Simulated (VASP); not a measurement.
Set up this calculation in VASP 6.6.1, as the native input.

```yaml
Task: relaxation of cell and atoms
Functional: PBE
Potentials_or_basis: VASP PAW PBE potentials, release 64 (Pr_3, O), 4f in core
Cutoff: 600 eV
k_mesh: 8 × 8 × 8
Occupations: fermi-dirac, width 0.15 eV
Spin: no spin polarisation
Dipole_correction: no
Mended: yes
Further_INCAR_settings: ALGO = Normal; EDIFF = 1e-07; IBRION = 2; EDIFFG = -0.001; NSW = 80; ISIF = 3
```

The structure of Pr4O lies in POSCAR:

```
Pr4O
1.0
    5.4961621468      0.0000000000      0.0000000000
    0.0000000000      5.4961621468      0.0000000000
    0.0000000000      0.0000000000      5.4961621468
Pr O
4 1
Direct
    0.2427283684      0.2427283684      0.2427283684
    0.7572716316      0.7572716316      0.2427283684
    0.2427283684      0.7572716316      0.7572716316
    0.7572716316      0.2427283684      0.7572716316
    0.0000000000      0.0000000000      0.0000000000
```

One way to write it, as run:

INCAR

```
SYSTEM = Pr4O
PREC     = Accurate       ! precision mode
ENCUT    = 600            ! plane-wave cutoff, eV
EDIFF    = 1E-7           ! SCF threshold, eV
ISMEAR   = -1             ! smearing method
SIGMA    = 0.15           ! smearing width, eV
LREAL    = .False.        ! projectors in reciprocal space
LASPH    = .True.         ! aspherical terms in the spheres
NELM     = 200            ! most SCF steps
ALGO     = Normal         ! electronic algorithm
ISIF     = 3              ! what is computed and relaxed
LWAVE    = .False.        ! write WAVECAR
LCHARG   = .False.        ! write CHGCAR
GGA      = PE             ! functional
IBRION   = 2              ! ionic algorithm
NSW      = 80             ! ionic steps
EDIFFG   = -0.001         ! ionic threshold
GGA_COMPAT= .False.      
NELMIN   = 4            
LMAXMIX  = 6              ! l up to which the mixer works
```

KPOINTS

```
Automatic mesh
0
Gamma
  8 8 8
  0 0 0
```

Potentials or basis: VASP PAW PBE potentials, release 64 (Pr_3, O), 4f in core.

The run is started by

```bash
$ cat potpaw_PBE.64/Pr_3/POTCAR potpaw_PBE.64/O/POTCAR > POTCAR
$ mpirun -np 1 vasp_std > vasp.out
```

Results of the run:

```json
{
 "Relaxed volume": "33.45 Å³/atom",
 "Relaxed cell": "a = 5.509 Å, b = 5.509 Å, c = 5.509 Å, α = 90.00°, β = 90.00°, γ = 90.00°",
 "Space group after relaxing (to 0.1 Å)": "P-43m (No. 215)",
 "Energy gained by relaxing": "0.3 meV/atom",
 "Ionic steps": "7",
 "Pressure after relaxing": "0.0 GPa",
 "Band gap on the k mesh": "zero (bands 25 and 26 overlap by 2.17 eV)"
}
```

Caveat: spin-orbit coupling is left out, which moves the levels of the heavy elements; the 4f electrons are frozen in the core, so they carry no moment and show no levels; the run has no spin polarisation, though such a crystal can be magnetic.

Run time: 8.9 min on 1 thread of Intel(R) Xeon(R) 6975P-C (Granite Rapids) (shared host), peak memory 0.45 GiB.
